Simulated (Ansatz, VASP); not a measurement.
BaF2: VASP beside Ansatz

```xyz
3
Lattice="0.0000 3.0972 3.0972 3.0972 0.0000 3.0972 3.0972 3.0972 0.0000" Properties=species:S:1:pos:R:3 pbc="T T T"
Ba    0.0000    0.0000    0.0000
F     1.5486    1.5486    1.5486
F     4.6457    4.6457    4.6457
```

Alike in both runs: task single point; functional PBEsol; k mesh 6 × 6 × 6; occupations fermi-dirac, width 0.001 eV; no spin polarisation.

|  | VASP | Ansatz |
| --- | --- | --- |
| version | VASP 6.6.1 | Ansatz 0.2.0 |
| potentials or method | VASP PAW PBE potentials, release 64 (Ba_sv, F) | plane waves |
| plane-wave cutoff (eV) | 600 | 420 |
| valence electrons in the cell | 24 | 24 |

Ansatz gave:

```
gap on the k mesh at the Fermi level (eV) : 6.74
pressure (GPa)                            : -1.6
```

Task: Which values does VASP return?

Result: gap on the k mesh at the Fermi level (eV): 6.65; pressure (GPa): -0.5.

VASP's potentials were made for PBE, not for PBEsol. With one functional, cell and mesh, what is left measures potentials, basis and numerics.

Spin-orbit coupling is off throughout.
